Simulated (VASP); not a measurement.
# Cl2: single point with r2SCAN

Cl2, in a box:

```
Cl
1.0
    12.00000    0.00000    0.00000
     0.00000   12.20000    0.00000
     0.00000    0.00000   12.40000
Cl
2
Direct
  0.50000 0.50000 0.41975
  0.50000 0.50000 0.58025
```

| Quantity | Value |
| --- | --- |
| Program | VASP 6.6.1 |
| Task | single point |
| Functional | r2SCAN |
| Potentials or basis | VASP PAW PBE potentials, release 64 (Cl) |
| Cutoff | 440 eV |
| k mesh | 1 × 1 × 1 |
| Occupations | gaussian, width 0.01 eV |
| Spin | no spin polarisation |
| Dipole correction | no |
| Further INCAR settings | ALGO = Normal; EDIFF = 1e-06; NBANDS = 14 |

```yaml
Largest_force: 0.203 eV/Å
Gap_between_the_frontier_levels: 3.49 eV
```

Forces in eV/Å, atoms in the order of the input:
```
Cl   0.000  0.000  0.203
Cl   0.000  0.000 -0.203
```

Levels at points of the mesh, in eV from the valence-band top:
```tsv
k point	band 3	band 4	band 5	band 6	band 7	band 8	band 9	band 10	band 11	band 12
(0.00, 0.00, 0.00)	-4.82	-2.79	-2.79	0.00	0.00	3.49	7.47	8.36	8.50	8.52
```

Run time: 4.1 min on 1 thread of Intel(R) Xeon(R) Platinum 8488C (Sapphire Rapids) (shared host), peak memory 1.2 GiB.

Caveat: the PAW data sets were made with another functional, which shifts forces and pressure a little.
